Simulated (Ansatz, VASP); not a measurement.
Two plane-wave programs on Ti

```
Ti
1.0
     4.56799    0.00000    0.00000
    -2.28400    3.95600    0.00000
     0.00000    0.00000    2.82585
Ti
3
Direct
  0.00000 0.00000 0.00000
  0.33333 0.66667 0.50000
  0.66667 0.33333 0.50000
```

Alike in both runs: functional r2SCAN; k mesh 8 × 8 × 11; occupations fermi-dirac, width 0.1 eV; no spin polarisation.

Ansatz relaxed the structure, and its values are those at the end. VASP's run is a single point on that final structure, the one shown.

|  | VASP | Ansatz |
| --- | --- | --- |
| version | VASP 6.6.1 | Ansatz 0.2.0 |
| potentials or method | VASP PAW PBE potentials, release 64 (Ti_sv), cutoff 520 eV | plane waves (500 eV) with PAW, scalar-relativistic |
| valence electrons in the cell | 36 | 36 |

VASP gave:

* pressure (GPa): 0.4

Question: What did Ansatz give for the same quantities?

Answer: Pressure (GPa): 0.0.

VASP's potentials were made for PBE, not for r2SCAN.
